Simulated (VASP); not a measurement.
# WC (Fm-3m) in VASP: settings compared

WC is run at these levels: RPBE+D3(BJ), PBEsol+D3(BJ); tasks: single point.

Everything below comes from runs of VASP 6.6.1. Logs are shortened: lines on timing, memory, paths and dates and some standing lists are left out, and cuts for length are marked.

**1. The cell of the first run**

The structure is cubic, space group Fm-3m (No. 225). The conventional cell has a = 4.237 Å, b = 4.237 Å, c = 4.237 Å, α = 90.00°, β = 90.00°, γ = 90.00°. W (site symmetry m-3m) has 6 C at 2.12 Å within 2.8 Å. C (site symmetry m-3m) has 6 W at 2.12 Å within 2.8 Å.

**2. Single point, RPBE+D3(BJ)**

INCAR

```
PREC = Accurate
ENCUT = 520
EDIFF = 1E-7
ISMEAR = -1
SIGMA = 0.05
LREAL = F
LASPH = T
NELM = 60
ALGO = Normal
ISIF = 2
LWAVE = F
LCHARG = T
GGA = RP
IVDW = 12
LELF = T
LVHAR = T
NBANDS = 16
```

KPOINTS

```
Automatic mesh
0
Gamma
  10 10 10
```

POSCAR

```
WC
1.0
    0.0000000000      2.1182677034      2.1182677034
    2.1182677034      0.0000000000      2.1182677034
    2.1182677034      2.1182677034      0.0000000000
W C
1 1
Direct
    0.0000000000      0.0000000000      0.0000000000
    0.5000000000      0.5000000000      0.5000000000
```

Potentials or basis: VASP PAW PBE potentials, release 64 (W_sv, C).

Launch:

```console
> cat potpaw_PBE.64/W_sv/POTCAR potpaw_PBE.64/C/POTCAR > POTCAR
> mpirun -np 1 vasp_std > vasp.out
```

OUTCAR:

```text
PREC = Accurate
   ENCUT = 520
   EDIFF = 1E-7
   ISMEAR = -1
   LREAL = F
   LASPH = T
   NELM = 60
   ISIF = 2
   GGA = RP
   IVDW = 12
 IVDW          = 12

 ion  position               nearest neighbor table
   1  0.000  0.000  0.000-   2 2.12   2 2.12   2 2.12   2 2.12   2 2.12   2 2.12
   2  0.500  0.500  0.500-   1 2.12   1 2.12   1 2.12   1 2.12   1 2.12   1 2.12

  LATTYP: Found a face centered cubic cell.
 ALAT       =     4.2365354068

  Lattice vectors:

 A1 = (   0.0000000000,   2.1182677034,   2.1182677034)
 A2 = (   2.1182677034,   0.0000000000,   2.1182677034)
 A3 = (   2.1182677034,   2.1182677034,   0.0000000000)

Analysis of symmetry for initial positions (statically):
=====================================================================
 Subroutine PRICEL returns:
 Original cell was already a primitive cell.

 Routine SETGRP: Setting up the symmetry group for a
 face centered cubic supercell.

 Subroutine GETGRP returns: Found 48 space group operations
 (whereof 48 operations were pure point group operations)
 out of a pool of 48 trial point group operations.

The static configuration has the point symmetry O_h .

Analysis of symmetry for dynamics (positions and initial velocities):
=====================================================================
 Subroutine PRICEL returns:
 Original cell was already a primitive cell.

 Routine SETGRP: Setting up the symmetry group for a
 face centered cubic supercell.

 Subroutine GETGRP returns: Found 48 space group operations
 (whereof 48 operations were pure point group operations)
 out of a pool of 48 trial point group operations.

The dynamic configuration has the point symmetry O_h .

 Subroutine INISYM returns: Found 48 space group operations
 (whereof 48 operations are pure point group operations),
 and found     1 'primitive' translations

----------------------------------------------------------------------------------------

                                     Primitive cell

  volume of cell :      19.0096

  direct lattice vectors                    reciprocal lattice vectors
     0.000000000  2.118267703  2.118267703    -0.236041931  0.236041931  0.236041931
     2.118267703  0.000000000  2.118267703     0.236041931 -0.236041931  0.236041931
     2.118267703  2.118267703  0.000000000     0.236041931  0.236041931 -0.236041931

  length of vectors
     2.995682915  2.995682915  2.995682915     0.408836618  0.408836618  0.408836618

  position of ions in fractional coordinates (direct lattice)
     0.000000000  0.000000000  0.000000000
     0.500000000  0.500000000  0.500000000

  ion indices of the primitive-cell ions
   primitive index   ion index
                 1           1
                 2           2

----------------------------------------------------------------------------------------

 KPOINTS: Automatic mesh

Automatic generation of k-mesh.
 Grid dimensions read from file:
 generate k-points for:   10   10   10

 Generating k-lattice:

  Cartesian coordinates                     Fractional coordinates (reciprocal lattice)
    -0.023604193  0.023604193  0.023604193     0.100000000  0.000000000  0.000000000
     0.023604193 -0.023604193  0.023604193     0.000000000  0.100000000  0.000000000
     0.023604193  0.023604193 -0.023604193     0.000000000  0.000000000  0.100000000

  Length of vectors
     0.040883662  0.040883662  0.040883662

  Shift w.r.t. Gamma in fractional coordinates (k-lattice)
     0.000000000  0.000000000  0.000000000

 Subroutine IBZKPT returns following result:
 ===========================================

 Found     47 irreducible k-points:

 Following reciprocal coordinates:
            Coordinates               Weight
  0.000000  0.000000  0.000000      1.000000
  0.100000  0.000000  0.000000      8.000000
  0.200000  0.000000  0.000000      8.000000
  0.300000  0.000000  0.000000      8.000000
  0.400000  0.000000  0.000000      8.000000
  0.500000  0.000000  0.000000      4.000000
[... 16 lines left out ...]
  0.300000  0.300000  0.000000      6.000000
  0.400000  0.300000  0.000000     24.000000
 [... further k-points ...]
   k-points           NKPTS =     47   k-points in BZ     NKDIM =     47   number of bands    NBANDS=     16
   number of dos      NEDOS =    301   number of ions     NIONS =      2
   total plane-waves  NPLWV =  13824
   dimension x,y,z NGX =    24 NGY =   24 NGZ =   24
   dimension x,y,z NGXF=    48 NGYF=   48 NGZF=   48
   ions per type =               1   1
   NGX,Y,Z   is equivalent  to a cutoff of  13.32, 13.32, 13.32 a.u.
   NGXF,Y,Z  is equivalent  to a cutoff of  26.64, 26.64, 26.64 a.u.
 SYSTEM =  unknown system
   PREC   = accura    normal or accurate (medium, high low for compatibility)
   ISTART =      0    job   : 0-new  1-cont  2-samecut
   ICHARG =      2    charge: 1-file 2-atom 10-const
   ISPIN  =      1    spin polarized calculation?
   LNONCOLLINEAR =      F non collinear calculations
   LSORBIT =      F    spin-orbit coupling
   LASPH  =      T    aspherical Exc in radial PAW
   ENCUT  =  520.0 eV  38.22 Ry    6.18 a.u.   5.57  5.57  5.57*2*pi/ulx,y,z
   NELM   =     60;   NELMIN=  2; NELMDL= -5     # of ELM steps
   EDIFF  = 0.1E-06   stopping-criterion for ELM
   LREAL  =      F    real-space projection
   EDIFFG = 0.1E-05   stopping-criterion for IOM
   NSW    =      0    number of steps for IOM
   IBRION =     -1    ionic relax: 0-MD 1-quasi-New 2-CG
   NFREE  =      0    steps in history (QN), initial steepest desc. (CG)
   ISIF   =      2    stress and relaxation
   ISYM   =      2    0-nonsym 1-usesym 2-fastsym
   POTIM  = 0.5000    time-step for ionic-motion
   TEBEG  =    0.0;   TEEND  =   0.0 temperature during run
   PSTRESS=    0.0 pullay stress
   NELECT =      18.0000    total number of electrons
   NUPDOWN=      -1.0000    fix difference up-down
   EMIN   =  10.00;   EMAX   =-10.00  energy-range for DOS
   EFERMI =   0.00;   METHOD = LEGACY
   ISMEAR =    -1;   SIGMA  =   0.05  broadening in eV -4-tet -1-fermi 0-gaus
   EFERMI_NEDOS =   21; number of points for ismear=-14 and -15
   IALGO  =     38    algorithm
   IMIX   =      4    mixing-type and parameters
     AMIX     =   0.40;   BMIX     =  1.00
     AMIX_MAG =   1.60;   BMIX_MAG =  1.00
  volume/ion in A,a.u.               =       9.50        64.14
  Fermi-wavevector in a.u.,A,eV,Ry     =   1.607588  3.037901 35.162080  2.584340
  Thomas-Fermi vector in A             =   2.703593
   LORBIT       =      0    0 simple, 1 ext, 2 COOP (PROOUT), +10 PAW based schemes
   GGA     = RP    functional components
   LHFCALC =     F    Hartree Fock is set to
   AEXX    =    0.0000 exact exchange contribution
   IVDW    =    12    specifies the selected vdW correction
   LEPSILON=     F    determine dielectric tensor
   LRPA    =     F    only Hartree local field effects (RPA)
 non-spin polarized calculation
  energy-cutoff  :      520.00
  volume of cell :       19.01
 maximum number of plane-waves:       532
 NGX is ok and might be reduce to    24
   NGX = 11   NGY = 11   NGZ = 11

 number of electron      18.0000001 magnetization

 Free energy of the ion-electron system (eV)
  ---------------------------------------------------
  ext. energy  EPLUGINS =         0.00000000
  ---------------------------------------------------
  free energy    TOTEN  =       -20.19999794 eV

  energy without entropy =      -20.19440407  energy(sigma->0) =      -20.19720101

 E-fermi :  14.2006     XC(G=0): -14.2582

 val. band max:       14.1406487356   @ k =  -0.1000   0.1000   0.0000
 cond. band min:      14.2618375367   @ k =  -0.3000   0.3000   0.1000
 fundamental gap:      0.1211888010
 Fermi energy:        14.2005654594

 k-point     1 :       0.0000    0.0000    0.0000
  band No.  band energies     occupation
      1     -61.2609      2.00000
      2     -25.2340      2.00000
      3     -25.2340      2.00000
      4     -25.2340      2.00000
      5      -2.6374      2.00000
      6      10.9886      2.00000
[... 8 lines left out ...]
     15      23.6590      0.00000
     16      39.2324      0.00000

 k-point     2 :       0.1000    0.0000    0.0000
  band No.  band energies     occupation
      1     -61.2551      2.00000
      2     -25.3214      2.00000
      3     -25.2428      2.00000
      4     -25.2428      2.00000
      5      -2.3159      2.00000
      6      10.0003      2.00000
[... 8 lines left out ...]
     15      24.4133      0.00000
     16      36.4929      0.00000

 k-point     3 :       0.2000    0.0000    0.0000
  band No.  band energies     occupation
      1     -61.2397      2.00000
      2     -25.5449      2.00000
      3     -25.2658      2.00000
      4     -25.2658      2.00000
      5      -1.4170      2.00000
      6       8.2449      2.00000
[... 8 lines left out ...]
     15      26.1923      0.00000
     16      33.3045      0.00000

 k-point     4 :       0.3000    0.0000    0.0000
  band No.  band energies     occupation
      1     -61.2206      2.00000
      2     -25.8108      2.00000
      3     -25.2940      2.00000
      4     -25.2940      2.00000
      5      -0.1100      2.00000
      6       6.4350      2.00000
[... 8 lines left out ...]
     15      27.7318      0.00000
     16      30.6816      0.00000
[... 324 lines left out ...]
 k-point    22 :      -0.2000    0.2000    0.0000
  band No.  band energies     occupation
      1     -61.2140      2.00000
      2     -25.7629      2.00000
      3     -25.4668      2.00000
      4     -25.2850      2.00000
      5       0.1809      2.00000
      6       6.0975      2.00000
[... 8 lines left out ...]
     15      27.6978      0.00000
     16      28.8807      0.00000

 k-point    23 :       0.3000    0.3000    0.0000
  band No.  band energies     occupation
      1     -61.2071      2.00000
      2     -25.7573      2.00000
      3     -25.4336      2.00000
      4     -25.4336      2.00000
      5      -0.3065      2.00000
      6       6.2887      2.00000
[... 8 lines left out ...]
     15      27.9610      0.00000
     16      30.4431      0.00000

 k-point    24 :       0.4000    0.3000    0.0000
  band No.  band energies     occupation
      1     -61.1948      2.00000
      2     -25.8675      2.00000
      3     -25.4922      2.00000
      4     -25.4656      2.00000
      5      -0.0248      2.00000
      6       6.5079      2.00000
[... 8 lines left out ...]
     15      26.7969      0.00000
     16      30.6487      0.00000

 [... further k-points ...]

------------------------ aborting loop because EDIFF is reached ----------------------------------------

 Edisp (eV)   -5.91021

 E8    (eV) :    -4.0798

  FORCE on cell =-STRESS in cart. coord.  units (eV):
  Direction    XX          YY          ZZ          XY          YZ          ZX
  --------------------------------------------------------------------------------------
  -------------------------------------------------------------------------------------
  Total       0.15618     0.15618     0.15618     0.00000     0.00000     0.00000
  in kB      13.16330    13.16330    13.16330     0.00000     0.00000     0.00000
  external pressure =       13.16 kB  Pullay stress =        0.00 kB

 VOLUME and BASIS-vectors are now :
 -----------------------------------------------------------------------------
  energy-cutoff  :      520.00
  volume of cell :       19.01
      direct lattice vectors                 reciprocal lattice vectors
     0.000000000  2.118267703  2.118267703    -0.236041931  0.236041931  0.236041931
     2.118267703  0.000000000  2.118267703     0.236041931 -0.236041931  0.236041931
     2.118267703  2.118267703  0.000000000     0.236041931  0.236041931 -0.236041931

 POSITION                                       TOTAL-FORCE (eV/Angst)
 -----------------------------------------------------------------------------------
      0.00000      0.00000      0.00000         0.000000      0.000000      0.000000
      2.11827      2.11827      2.11827        -0.000000     -0.000000     -0.000000
 -----------------------------------------------------------------------------------
    total drift:                                0.000000     -0.000000     -0.000000

  FREE ENERGIE OF THE ION-ELECTRON SYSTEM (eV)
  ---------------------------------------------------
  free  energy   TOTEN  =       -26.1102086592 eV

  energy  without entropy=      -26.1046147891  energy(sigma->0) =      -26.10741172
```

Run time: 8.1 s. Hardware: 1 thread of Intel Xeon Platinum 8559C (Emerald Rapids), shared host; peak memory 0.15 GiB.

Results:

```
Free energy                : -26.1102 eV
Pressure                   : 1.3 GPa
Band gap on the k mesh     : zero (band 9 reaches 15.43 eV, above the bottom of band 10 at 11.70 eV)
Dispersion energy per atom : -2.955 eV
```

Caveat: the PAW data sets were made with another functional, which shifts forces and pressure a little; spin-orbit coupling is left out, which moves the levels of the heavy elements; pairwise dispersion overbinds metals, which lowers pressure and volume.

**3. Single point, PBEsol+D3(BJ)**

This run uses another cell than the first one, of 10.07 Å³/atom, 1.059 times its volume.

INCAR

```
SYSTEM = WC
PREC = Accurate
ENCUT = 520
EDIFF = 1E-6
ISMEAR = -1
SIGMA = 0.05
LREAL = .FALSE.
LASPH = .TRUE.
NELM = 60
ALGO = Normal
ISIF = 2
LWAVE = .FALSE.
LCHARG = .FALSE.
GGA = PS
IVDW = 12
NBANDS = 16
```

KPOINTS

```
regular mesh
0
G
  10 10 10
  0 0 0
```

POSCAR

```
WC
1.0
    0.0000000000      2.1592042554      2.1592042554
    2.1592042554      0.0000000000      2.1592042554
    2.1592042554      2.1592042554      0.0000000000
W C
1 1
Direct
    0.0000000000      0.0000000000      0.0000000000
    0.5000000000      0.5000000000      0.5000000000
```

Potentials or basis: VASP PAW PBE potentials, release 64 (W_sv, C).

Launch:

```console
> cat potpaw_PBE.64/W_sv/POTCAR potpaw_PBE.64/C/POTCAR > POTCAR
> mpirun -np 1 vasp_std > vasp.out
```

Wall time 7.4 s (1 thread of Intel Xeon Platinum 8559C (Emerald Rapids), shared host); peak memory 0.16 GiB.

It converged, with:

* Free energy: -23.9304 eV
* Pressure: 1.2 GPa
* Band gap on the k mesh: zero (band 9 reaches 14.12 eV, above the bottom of band 10 at 10.70 eV)
* Dispersion energy per atom: -0.464 eV

Levels at points of the mesh, in eV from the Fermi level:
```tsv
k point	band 6	band 7	band 8	band 9	band 10	band 11	band 12	band 13
(0.00, 0.00, 0.00)	-2.99	-2.99	-2.99	-1.18	-1.18	-1.18	-1.07	-1.07
(0.50, 0.00, 0.00)	-10.28	-6.97	-6.97	1.09	1.09	2.47	4.91	9.28
(0.50, 0.50, 0.00)	-6.21	-5.75	-2.61	-2.61	0.88	2.42	2.42	5.83
```

Caveat: the PAW data sets were made with another functional, which shifts forces and pressure a little; spin-orbit coupling is left out, which moves the levels of the heavy elements; pairwise dispersion overbinds metals, which lowers pressure and volume.
